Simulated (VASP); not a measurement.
Wanted: the native input for a VASP 6.6.1 run.

| Item | Value |
| --- | --- |
| Task | electric field gradients |
| Functional | PBE |
| Potentials or basis | VASP PAW PBE potentials, release 64 (Nb_sv, Ag, Se, O) |
| Cutoff | 520 eV |
| k mesh | 4 × 4 × 3 |
| Occupations | fermi-dirac, width 0.02 eV |
| Spin | no spin polarisation |
| Dipole correction | no |
| Further INCAR settings | LREAL = Auto; ALGO = Normal; EDIFF = 1e-08; NBANDS = 95 |

The structure of NbAgSe2O7 lies in POSCAR:

```
NbAgSe2O7
1.0
    5.4065000000     -3.8960000000      0.0000000000
    5.4065000000      3.8960000000      0.0000000000
    0.0000000000      0.0000000000      7.5102600000
Nb Ag Se O
2 2 4 14
Direct
    0.0000000000      0.0000000000      0.5000000000
    0.0000000000      0.0000000000      0.0000000000
    0.5000000000      0.5000000000      0.0000000000
    0.5000000000      0.5000000000      0.5000000000
    0.5240530100      0.0533963506      0.2500000000
    0.4759469900      0.9466036494      0.7500000000
    0.0533963506      0.5240530100      0.7500000000
    0.9466036494      0.4759469900      0.2500000000
    0.3939070772      0.3152791572      0.2500000000
    0.6060929228      0.6847208428      0.7500000000
    0.3152791572      0.3939070772      0.7500000000
    0.6847208428      0.6060929228      0.2500000000
    0.6976266676      0.0398343613      0.4352599855
    0.3023733324      0.9601656387      0.9352599855
    0.0398343613      0.6976266676      0.5647400145
    0.9601656387      0.3023733324      0.0647400145
    0.3023733324      0.9601656387      0.5647400145
    0.6976266676      0.0398343613      0.0647400145
    0.9601656387      0.3023733324      0.4352599855
    0.0398343613      0.6976266676      0.9352599855
    0.9201964471      0.0798035529      0.7500000000
    0.0798035529      0.9201964471      0.2500000000
```

This cell differs from its parent crystal: z stretched by +2 %.

These files were run (other wordings do the same):

INCAR

```
SYSTEM = NbAgSe2O7
PREC = Accurate
ENCUT = 520
EDIFF = 1E-8
ISMEAR = -1
SIGMA = 0.02
LREAL = Auto
LASPH = .True.
NELM = 80
ALGO = Normal
ISIF = 2
LWAVE = .False.
LCHARG = .False.
GGA = PE
LEFG = .True.
NBANDS = 95
```

KPOINTS

```
Automatic mesh
0
Gamma
  4 4 3
  0 0 0
```

Potentials or basis: VASP PAW PBE potentials, release 64 (Nb_sv, Ag, Se, O).

The run is started by

```bash
$ cat potpaw_PBE.64/Nb_sv/POTCAR potpaw_PBE.64/Ag/POTCAR potpaw_PBE.64/Se/POTCAR potpaw_PBE.64/O/POTCAR > POTCAR
$ mpirun -np 1 vasp_std > vasp.out
```

Results of the run:

- Pressure: -0.5 GPa
- Largest force: 0.348 eV/Å
- Band gap on the k mesh: 1.67 eV
- Largest electric field gradient by atom: Nb -86.7; Ag +94.4; Se -336.6; O +126.0, +127.3, -6.5 (each value once) V/Å²

Caveat: the cell differs from its parent crystal (z stretched by +2 %); the stress differs along the axes, from -4 to 1 GPa; without QUAD_EFG the Cq values of the log hold for a quadrupole moment of 1 mb, not for the nuclei.

It took 18 min on 1 thread of Intel Xeon 8259CL (shared host), peak memory 0.53 GiB.
